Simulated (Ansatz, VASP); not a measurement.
**One calculation of Nb, two programs**

```xyz
1
Lattice="-1.5808 1.5808 1.7055 1.5808 -1.5808 1.7055 1.5808 1.5808 -1.7055" Properties=species:S:1:pos:R:3 pbc="T T T"
Nb    0.0000    0.0000    0.0000
```

Change from the starting cell: strain -0.050 along x and y, +0.025 along z, atoms carried along.

Alike in both runs: task single point; functional PBE; k mesh 20 × 20 × 20; occupations gaussian, width 0.15 eV; no spin polarisation.

|  | VASP | Ansatz |
| --- | --- | --- |
| version | VASP 6.6.1 | Ansatz 0.2.0 |
| potentials or method | VASP PAW PBE potentials, release 64 (Nb_sv), cutoff 520 eV | scalar-relativistic, plane waves, PAW |
| valence electrons in the cell | 13 | 13 |

```tsv
	VASP	Ansatz	Ansatz less VASP
gap on the k mesh at the Fermi level (eV)	none	none	-
pressure (GPa)	11.8	12.2	+0.41
traceless stress, the component that is largest in VASP (GPa)	-7.25	-7.28	-0.033
```

A gap of «none» marks a metal or a gap that the smearing closes.
